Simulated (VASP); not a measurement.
# H10C5N2O in VASP: a series of runs, part 3 of 3

VASP 6.6.1. Earlier steps stand in the parts before.

### Step 6. Single point, PBE+D3(BJ)

INCAR

```
SYSTEM = H10C5N2O
  PREC = Accurate
  ENCUT = 520
  EDIFF = 1E-6
  ISMEAR = -1
  SIGMA = 0.02
  LREAL = Auto
  LASPH = .True.
  NELM = 60
  ALGO = Normal
  ISIF = 2
  LWAVE = .False.
  LCHARG = .False.
  GGA = PE
  IVDW = 12
  NBANDS = 70
```

KPOINTS

```
Automatic mesh
0
Gamma
  1 1 1
  0 0 0
```

POSCAR

```
H10C5N2O
1.0
    7.2785630000      0.0000000000      0.0000000000
    0.0000000000      7.2785630000      0.0000000000
    0.0000000000      0.0000000000      7.2785630000
C O H N
10 2 20 4
Direct
    0.4482478203      0.9675536229      0.2326558141
    0.5893608395      0.3959847569      1.1700661243
    0.0449539284      0.0677056721      0.4358690033
    0.0873936243      0.1479412901      0.6119202376
    0.8991197850      0.6127308371      0.5276178828
    1.0284997190      0.5544638413      0.3956687604
    0.6004481929      1.0654026076      0.6998771598
    0.7008388881      0.9510805910      0.8261795632
    0.2605321957      0.6967446734      0.8458812543
    0.3760082863      0.6613668110      0.6927328925
    0.6427779769      0.9871728801      0.2606146296
    0.5629407893      0.5736709293      1.0999973484
    0.3794155522      1.0832083201      0.3190739711
    0.6982696997      0.8971138946      0.1734683069
    0.4132409103      0.9886979064      0.0843710496
    0.4045166608      0.8293257886      0.2734056159
    0.5347209332      0.3971525698      1.3068101492
    0.6632490507      0.6220458626      1.0276891194
    0.5138102123      0.2877903234      1.0826999780
    0.7348565919      0.3528306343      1.1708355070
    0.0928617366      0.1507440411      0.3193762285
    0.0900589855     -0.0775290397      0.4342752821
   -0.1084142570      0.0615780890      0.4226795866
    0.9709196719      0.6353314521      0.6625071460
    0.8087585420      0.7258575628      0.4747365654
    0.8041559852      0.5047287493      0.5403401743
    0.6530684697      1.2040151332      0.7402972263
    0.6327073077      1.0168490676      0.5555080034
    0.4438376092      1.0539030850      0.7236181098
    0.3419631045      0.7519890946      0.9634044522
    0.1622573027      0.8045131986      0.8082089830
    0.1770953964      0.5733961498      0.8746369304
    0.1149677484      0.2014271224      0.7591883178
    1.1335754049      0.4953312900      0.2858393889
    0.7713335723      0.8511570210      0.9302248260
    0.4621928807      0.6319241861      0.5636552160
```

Potentials or basis: VASP PAW PBE potentials, release 64 (C, O, H, N).

On the command line:

```sh
> cat potpaw_PBE.64/C/POTCAR potpaw_PBE.64/O/POTCAR potpaw_PBE.64/H/POTCAR potpaw_PBE.64/N/POTCAR > POTCAR
> mpirun -np 1 vasp_gam > vasp.out
```

Wall time 24 s (1 thread of AMD EPYC 9R45 (Zen 5), shared host); peak memory 0.33 GiB.

Results (log left out):

```yaml
Free_energy: -209.0243 eV
Pressure: 0.1 GPa
Largest_force: 3.780 eV/Å
Band_gap_on_the_k_mesh: 4.54 eV
Dispersion_energy_per_atom: -0.053 eV
```

Forces in eV/Å, atoms in the order of the input:
```
C   -0.542  1.385  0.592
C    0.173 -1.315 -1.440
C   -1.160 -0.437  0.036
C   -0.106 -0.390 -0.822
C    0.110  1.468  0.684
C    2.349 -1.253 -2.683
C   -0.479 -0.045  0.288
C   -0.534 -0.870  0.159
C   -0.579  0.601  0.634
C   -0.538  0.078  0.746
O    0.099 -0.592 -0.086
O   -0.489  0.769  0.000
H    0.766 -1.440 -1.098
H    0.014  0.483  0.368
H    0.002  0.142  0.507
H   -0.208  0.043  0.156
H   -0.325 -0.251  0.762
H    0.504 -0.234 -0.179
H    0.461  0.930  0.752
H   -0.058  0.140  0.107
H    0.203 -0.137  0.106
H    0.209  0.517 -0.238
H    0.515  0.088 -0.063
H   -0.794  0.214 -0.731
H    0.701 -0.141  0.477
H   -1.172 -1.350  0.524
H   -0.559 -0.123 -0.867
H   -0.160  0.668  0.520
H    1.650  0.224 -0.111
H   -0.498 -0.805 -0.292
H   -0.093  0.202 -0.030
H    0.433  0.070  0.537
N    0.264  0.511  0.846
N   -1.536  0.906  1.480
N    0.199  0.277 -0.268
N    1.177 -0.332 -1.374
```

Stress tensor (GPa, compression positive):
```
 0.01  0.53 -1.28
 0.53 -0.20 -1.24
-1.28 -1.24  0.44
```

Levels at points of the mesh, in eV from the valence-band top:
```csv
k point,band 42,band 43,band 44,band 45,band 46,band 47,band 48,band 49,band 50,band 51
"(0.00, 0.00, 0.00)",-1.92,-1.75,-1.39,-0.45,0.00,4.54,4.79,4.82,5.13,5.21
```

Caveat: the k points lie up to 0.86 Å⁻¹ apart; the atoms stand as in a frame of molecular dynamics.

### Step 7. Single point, PBE+D3(BJ)

INCAR

```
SYSTEM = H10C5N2O
PREC = Accurate ; ENCUT = 520
EDIFF = 1E-6 ; ISMEAR = -1
SIGMA = 0.02 ; LREAL = Auto
LASPH = .True. ; NELM = 80
ALGO = Normal ; ISIF = 2
LWAVE = .False. ; LCHARG = .True.
GGA = PE ; IVDW = 12
LELF = .True. ; LVHAR = .True.
NBANDS = 70
```

KPOINTS

```
regular mesh
0
Gamma
  1 1 1
  0 0 0
```

POSCAR

```
H10C5N2O
1.0
    7.2785630000      0.0000000000      0.0000000000
    0.0000000000      7.2785630000      0.0000000000
    0.0000000000      0.0000000000      7.2785630000
C O H N
10 2 20 4
Direct
    0.4594725635      0.9804133041      0.2794370262
    0.5774216696      0.4095726038      1.1581819104
    0.0332208432      0.0823102033      0.3764067165
    0.0949775388      0.1584928234      0.5486385156
    0.8977046706      0.5958593750      0.4953175510
    1.0187587852      0.5367680406      0.3500965781
    0.5946503451      1.1039541734      0.7288526595
    0.7003305460      0.9684878732      0.8368135304
    0.2386185295      0.7028447786      0.8556771440
    0.3597001221      0.6349192828      0.7185896447
    0.6322813995      0.9257047030      0.3484204231
    0.6212490020      0.5974943131      1.1620013456
    0.3953527640      1.1084880353      0.3518139501
    0.6468996696      0.8039636395      0.2931073070
    0.4721811160      1.0281562446      0.1320590342
    0.3607580233      0.8671629276      0.2837235866
    0.5160908822      0.3798277215      1.2877267120
    0.6934885361      0.6359222281      1.0547686405
    0.4797787695      0.3911898544      1.0416479187
    0.7029959073      0.3366598599      1.1309924775
    0.0650265719      0.1677391540      0.2565478928
    0.0875447530     -0.0550245976      0.3531741087
   -0.1247636381      0.0739431671      0.3909562918
    0.8888567702      0.4811114502      0.5935374881
    0.9437439780      0.7285091851      0.5603990788
    0.7624994109      0.6177730412      0.4358415253
    0.6604600386      1.2376481457      0.7679812622
    0.6108211195      1.0528039669      0.5884678061
    0.4390839236      1.1083918625      0.7567153022
    0.3051701277      0.8088547149      0.9398283700
    0.1196115222      0.7735318084      0.7872570451
    0.1752681127      0.5920262008      0.9358715450
    0.1373760178      0.2187244927      0.6897927517
    1.1169924613      0.4984225595      0.2290974194
    0.7772962877      0.8556359270      0.9192336454
    0.4628523515      0.5851154960      0.6083481039
```

On the command line:

```sh
> cat potpaw_PBE.64/C/POTCAR potpaw_PBE.64/O/POTCAR potpaw_PBE.64/H/POTCAR potpaw_PBE.64/N/POTCAR > POTCAR
> mpirun -np 1 vasp_gam > vasp.out
```

Wall time 24 s (1 thread of AMD EPYC 9R45 (Zen 5), shared host); peak memory 0.33 GiB.

It converged, with:

- Free energy: -209.3887 eV
- Pressure: 0.3 GPa
- Largest force: 2.399 eV/Å
- Band gap on the k mesh: 5.22 eV
- Dispersion energy per atom: -0.052 eV

Forces on the atoms (eV/Å):
```
C   -1.031  2.054 -0.687
C   -0.395  0.618 -1.664
C   -1.798 -0.039  0.325
C    0.109 -0.318 -0.900
C    0.326  0.167  0.273
C    0.533  0.487 -0.500
C   -0.052 -0.287  1.420
C   -1.458  0.575 -0.333
C   -1.526  0.815 -0.257
C    0.115  0.082  0.171
O   -0.261  0.613  0.253
O    0.391  1.619  0.137
H    1.126 -1.594 -0.343
H    0.194 -0.553 -0.039
H   -0.099 -0.324  0.554
H   -0.128 -0.158  0.080
H   -0.413 -0.473  0.749
H   -0.065  0.008  0.040
H    0.051 -0.532  0.516
H    0.519 -0.983  0.083
H    0.087  0.170  0.133
H   -0.041 -0.176  0.102
H    1.301 -0.217 -0.537
H   -0.024  0.408  0.270
H   -0.186 -0.939 -0.279
H   -0.286 -0.049  0.094
H   -0.559 -0.325 -0.822
H    0.203  0.492 -0.464
H    1.525 -0.120  0.156
H    0.056 -0.292  0.229
H    0.552 -0.243  0.303
H    0.328  0.045  0.285
N    0.213  0.329  0.810
N   -0.325 -0.085  0.332
N    0.454 -0.353  0.180
N    0.563 -0.420 -0.675
```

Stress tensor (GPa, compression positive):
```
-0.36  0.26 -0.36
 0.26  0.27 -0.34
-0.36 -0.34  1.03
```

Levels at points of the mesh, in eV from the valence-band top:
```csv
k point,band 43,band 44,band 45,band 46,band 47,band 48,band 49,band 50
"(0.00, 0.00, 0.00)",-1.44,-1.41,-0.16,0.00,5.22,5.40,5.49,5.72
```

Caveat: the k points lie up to 0.86 Å⁻¹ apart; the atoms stand as in a frame of molecular dynamics.

### Step 8. The runs side by side

```tsv
cell	gap on the mesh (eV)	pressure (GPa)	largest force (eV/Å)
as given, atomic positions A	4.62	0.8	2.63
as given, atomic positions B	4.88	0.8	2.97
as given, atomic positions C	5.22	1.2	4.61
as given, atomic positions D	4.83	0.6	2.62
as given, atomic positions E	4.54	0.1	3.78
as given, atomic positions F	5.22	0.3	2.40
```

Alike in all rows: task single point; level PBE+D3(BJ); potentials or basis VASP PAW PBE potentials, release 64 (C, O, H, N); no spin polarisation; k mesh 1 × 1 × 1; cutoff (eV) 520; smearing fermi-dirac 0.02 eV.

Caveats: all runs use coarse meshes; the atoms stand as in a frame of molecular dynamics (at least some runs).

Total energies depend on the potentials used, so only differences within one code and one set of settings carry meaning.
